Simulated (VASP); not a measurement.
# SrNb (Fm-3m) in VASP: notebook, part 2 of 3

VASP 6.6.1. Earlier steps stand in the parts before.

## 4. Relaxation of cell and atoms, PBE

INCAR reads:

```
ALGO = Normal
EDIFF = 1E-6
EDIFFG = -0.04
ENCUT = 600
GGA = PE
IBRION = 2
ISIF = 3
ISMEAR = 0
LASPH = True
LCHARG = False
LREAL = False
LWAVE = False
NELM = 80
NSW = 90
PREC = Accurate
SIGMA = 0.1
```

KPOINTS reads:

```
k-points
0
Gamma
  6 6 6
```

POSCAR reads:

```
SrNb
1.0
    0.0000000000      2.9083687264      2.9083687264
    2.9083687264      0.0000000000      2.9083687264
    2.9083687264      2.9083687264      0.0000000000
Sr Nb
1 1
Direct
    0.0000000000      0.0000000000      0.0000000000
    0.5000000000      0.5000000000      0.5000000000
```

Potentials or basis: VASP PAW PBE potentials, release 64 (Sr_sv, Nb_sv).

Run with:

```bash
$ cat potpaw_PBE.64/Sr_sv/POTCAR potpaw_PBE.64/Nb_sv/POTCAR > POTCAR
$ mpirun -np 1 vasp_std > vasp.out
```

OUTCAR:

```text
EDIFF = 1E-6
   EDIFFG = -0.04
   ENCUT = 600
   GGA = PE
   IBRION = 2
   ISIF = 3
   ISMEAR = 0
   LASPH = True
   LREAL = False
   NELM = 80
   NSW = 90
   PREC = Accurate

 ion  position               nearest neighbor table
   1  0.000  0.000  0.000-   2 2.91   2 2.91   2 2.91   2 2.91   2 2.91   2 2.91
   2  0.500  0.500  0.500-   1 2.91   1 2.91   1 2.91   1 2.91   1 2.91   1 2.91

  LATTYP: Found a face centered cubic cell.
 ALAT       =     5.8167374528

  Lattice vectors:

 A1 = (   0.0000000000,   2.9083687264,   2.9083687264)
 A2 = (   2.9083687264,   0.0000000000,   2.9083687264)
 A3 = (   2.9083687264,   2.9083687264,   0.0000000000)

Analysis of symmetry for initial positions (statically):
=====================================================================
 Subroutine PRICEL returns:
 Original cell was already a primitive cell.

 Routine SETGRP: Setting up the symmetry group for a
 face centered cubic supercell.

 Subroutine GETGRP returns: Found 48 space group operations
 (whereof 48 operations were pure point group operations)
 out of a pool of 48 trial point group operations.

The static configuration has the point symmetry O_h .

Analysis of symmetry for dynamics (positions and initial velocities):
=====================================================================
 Subroutine PRICEL returns:
 Original cell was already a primitive cell.

 Routine SETGRP: Setting up the symmetry group for a
 face centered cubic supercell.

 Subroutine GETGRP returns: Found 48 space group operations
 (whereof 48 operations were pure point group operations)
 out of a pool of 48 trial point group operations.

The dynamic configuration has the point symmetry O_h .

 Subroutine INISYM returns: Found 48 space group operations
 (whereof 48 operations are pure point group operations),
 and found     1 'primitive' translations

----------------------------------------------------------------------------------------

                                     Primitive cell

  volume of cell :      49.2015

  direct lattice vectors                    reciprocal lattice vectors
     0.000000000  2.908368726  2.908368726    -0.171917679  0.171917679  0.171917679
     2.908368726  0.000000000  2.908368726     0.171917679 -0.171917679  0.171917679
     2.908368726  2.908368726  0.000000000     0.171917679  0.171917679 -0.171917679

  length of vectors
     4.113054497  4.113054497  4.113054497     0.297770154  0.297770154  0.297770154

  position of ions in fractional coordinates (direct lattice)
     0.000000000  0.000000000  0.000000000
     0.500000000  0.500000000  0.500000000

  ion indices of the primitive-cell ions
   primitive index   ion index
                 1           1
                 2           2

----------------------------------------------------------------------------------------

 KPOINTS: k-points

Automatic generation of k-mesh.
 Grid dimensions read from file:
 generate k-points for:    6    6    6

 Generating k-lattice:

  Cartesian coordinates                     Fractional coordinates (reciprocal lattice)
    -0.028652946  0.028652946  0.028652946     0.166666667  0.000000000  0.000000000
     0.028652946 -0.028652946  0.028652946     0.000000000  0.166666667  0.000000000
     0.028652946  0.028652946 -0.028652946     0.000000000  0.000000000  0.166666667

  Length of vectors
     0.049628359  0.049628359  0.049628359

  Shift w.r.t. Gamma in fractional coordinates (k-lattice)
     0.000000000  0.000000000  0.000000000

 Subroutine IBZKPT returns following result:
 ===========================================

 Found     16 irreducible k-points:

 Following reciprocal coordinates:
            Coordinates               Weight
  0.000000  0.000000  0.000000      1.000000
  0.166667  0.000000  0.000000      8.000000
  0.333333  0.000000  0.000000      8.000000
  0.500000  0.000000  0.000000      4.000000
  0.166667  0.166667  0.000000      6.000000
  0.333333  0.166667  0.000000     24.000000
[... 8 lines left out ...]
 -0.333333  0.333333  0.166667     24.000000
 -0.333333  0.500000  0.166667     12.000000
   k-points           NKPTS =     16   k-points in BZ     NKDIM =     16   number of bands    NBANDS=     15
   number of dos      NEDOS =    301   number of ions     NIONS =      2
   total plane-waves  NPLWV =  46656
   dimension x,y,z NGX =    36 NGY =   36 NGZ =   36
   dimension x,y,z NGXF=    72 NGYF=   72 NGZF=   72
   ions per type =               1   1
   NGX,Y,Z   is equivalent  to a cutoff of  14.55, 14.55, 14.55 a.u.
   NGXF,Y,Z  is equivalent  to a cutoff of  29.10, 29.10, 29.10 a.u.
 SYSTEM =  unknown system
   PREC   = accura    normal or accurate (medium, high low for compatibility)
   ISTART =      0    job   : 0-new  1-cont  2-samecut
   ICHARG =      2    charge: 1-file 2-atom 10-const
   ISPIN  =      1    spin polarized calculation?
   LNONCOLLINEAR =      F non collinear calculations
   LSORBIT =      F    spin-orbit coupling
   LASPH  =      T    aspherical Exc in radial PAW
   ENCUT  =  600.0 eV  44.10 Ry    6.64 a.u.   8.21  8.21  8.21*2*pi/ulx,y,z
   NELM   =     80;   NELMIN=  2; NELMDL= -5     # of ELM steps
   EDIFF  = 0.1E-05   stopping-criterion for ELM
   LREAL  =      F    real-space projection
   EDIFFG = -.4E-01   stopping-criterion for IOM
   NSW    =     90    number of steps for IOM
   IBRION =      2    ionic relax: 0-MD 1-quasi-New 2-CG
   NFREE  =      1    steps in history (QN), initial steepest desc. (CG)
   ISIF   =      3    stress and relaxation
   ISYM   =      2    0-nonsym 1-usesym 2-fastsym
   POTIM  = 0.5000    time-step for ionic-motion
   TEBEG  =    0.0;   TEEND  =   0.0 temperature during run
   PSTRESS=    0.0 pullay stress
   NELECT =      23.0000    total number of electrons
   NUPDOWN=      -1.0000    fix difference up-down
   EMIN   =  10.00;   EMAX   =-10.00  energy-range for DOS
   EFERMI =   0.00;   METHOD = LEGACY
   ISMEAR =     0;   SIGMA  =   0.10  broadening in eV -4-tet -1-fermi 0-gaus
   EFERMI_NEDOS =   21; number of points for ismear=-14 and -15
   IALGO  =     38    algorithm
   IMIX   =      4    mixing-type and parameters
     AMIX     =   0.40;   BMIX     =  1.00
     AMIX_MAG =   1.60;   BMIX_MAG =  1.00
  volume/ion in A,a.u.               =      24.60       166.01
  Fermi-wavevector in a.u.,A,eV,Ry     =   1.270549  2.400989 21.963803  1.614294
  Thomas-Fermi vector in A             =   2.403530
   LORBIT       =      0    0 simple, 1 ext, 2 COOP (PROOUT), +10 PAW based schemes
   GGA     = PE    functional components
   LHFCALC =     F    Hartree Fock is set to
   AEXX    =    0.0000 exact exchange contribution
   IVDW    =     0    specifies the selected vdW correction
   LEPSILON=     F    determine dielectric tensor
   LRPA    =     F    only Hartree local field effects (RPA)
 conjugate gradient relaxation of ions
 non-spin polarized calculation
 Gauss-broadening in eV      SIGMA  =   0.10
  energy-cutoff  :      600.00
  volume of cell :       49.20
 maximum number of plane-waves:      1676
 NGX is ok and might be reduce to    36
   NGX = 17   NGY = 17   NGZ = 17

--------------------------------------- Ionic step        1  -------------------------------------------

 number of electron      23.0000000 magnetization

 Free energy of the ion-electron system (eV)
  ---------------------------------------------------
  ext. energy  EPLUGINS =         0.00000000
  ---------------------------------------------------
  free energy    TOTEN  =        -7.11608129 eV

  energy without entropy =       -7.09450560  energy(sigma->0) =       -7.10529345

 E-fermi :   6.0520     XC(G=0): -10.5254

 val. band max:        5.9654515060   @ k =   0.3333   0.1667   0.0000
 cond. band min:       6.0940422038   @ k =  -0.3333   0.1667   0.0000
 fundamental gap:      0.1285906978
 Fermi energy:         6.0519825071

 k-point     1 :       0.0000    0.0000    0.0000
  band No.  band energies     occupation
      1     -48.7747      2.00000
      2     -28.2628      2.00000
      3     -24.9116      2.00000
      4     -24.9116      2.00000
      5     -24.9116      2.00000
      6     -10.3332      2.00000
      7     -10.3332      2.00000
      8     -10.3332      2.00000
      9       1.8144      2.00000
     10       4.7115      2.00000
     11       4.7115      2.00000
     12       4.7115      2.00000
     13       4.7630      2.00000
     14       4.7630      2.00000
     15      12.6885      0.00000
[... 337 lines left out ...]
  energy  without entropy=       -7.4136349751  energy(sigma->0) =       -7.43095979

--------------------------------------- Ionic step        3  -------------------------------------------

 number of electron      23.0000001 magnetization

 Free energy of the ion-electron system (eV)
  ---------------------------------------------------
  ext. energy  EPLUGINS =         0.00000000
  ---------------------------------------------------
  free energy    TOTEN  =        -7.45488699 eV

  energy without entropy =       -7.41795921  energy(sigma->0) =       -7.43642310

 E-fermi :   4.1112     XC(G=0):  -9.4349

 val. band max:        4.1048945988   @ k =   0.5000   0.3333   0.0000
 cond. band min:       4.1359373221   @ k =  -0.3333   0.3333   0.1667
 fundamental gap:      0.0310427233
 Fermi energy:         4.1112185829

 k-point     1 :       0.0000    0.0000    0.0000
  band No.  band energies     occupation
      1     -50.8995      2.00000
      2     -30.4028      2.00000
      3     -26.9832      2.00000
      4     -26.9832      2.00000
      5     -26.9832      2.00000
      6     -12.4701      2.00000
      7     -12.4701      2.00000
      8     -12.4701      2.00000
      9       0.1520      2.00000
     10       3.3375      2.00000
     11       3.3375      2.00000
     12       3.3737      2.00000
     13       3.3737      2.00000
     14       3.3737      2.00000
     15      10.0533      0.00000
[... 297 lines left out ...]
  FREE ENERGIE OF THE ION-ELECTRON SYSTEM (eV)
  ---------------------------------------------------
  free  energy   TOTEN  =        -7.4548869852 eV

  energy  without entropy=       -7.4179592060  energy(sigma->0) =       -7.43642310

 reached required accuracy - stopping structural energy minimisation
```

It took 25 s on 1 thread of Intel Xeon 6975P-C (Granite Rapids), shared host; peak memory 0.21 GiB.

What came out:

| Quantity | Value |
| --- | --- |
| Free energy | -7.4549 eV |
| Relaxed volume | 31.62 Å³/atom |
| Relaxed cell | a = 4.472 Å, b = 4.472 Å, c = 4.472 Å, α = 60.00°, β = 60.00°, γ = 60.00° |
| Space group after relaxing (to 0.05 Å) | Fm-3m (No. 225) |
| Energy gained by relaxing | 169.4 meV/atom |
| Ionic steps | 3 |
| Pressure after relaxing | -0.1 GPa |

The path:
```
step  energy change (eV)  largest force (eV/Å)  pressure (GPa)  volume (Å³)
   1              0.0000                0.0000            9.73        49.20
   2             -0.3322                0.0000            0.93        60.62
   3             -0.3388                0.0000           -0.14        63.25
```

Final structure:
```yaml
crystal:
  lattice:
    - [0.00000, 3.16229, 3.16229]
    - [3.16229, 0.00000, 3.16229]
    - [3.16229, 3.16229, 0.00000]
  atoms:
    - { symbol: Sr, position: [0.00000, 0.00000, 0.00000] }
    - { symbol: Nb, position: [0.50000, 0.50000, 0.50000] }
```

Caveat: the volume moved by over 15 % at a fixed basis, so the end points are rough.

(Continued in part 3 of 3.)
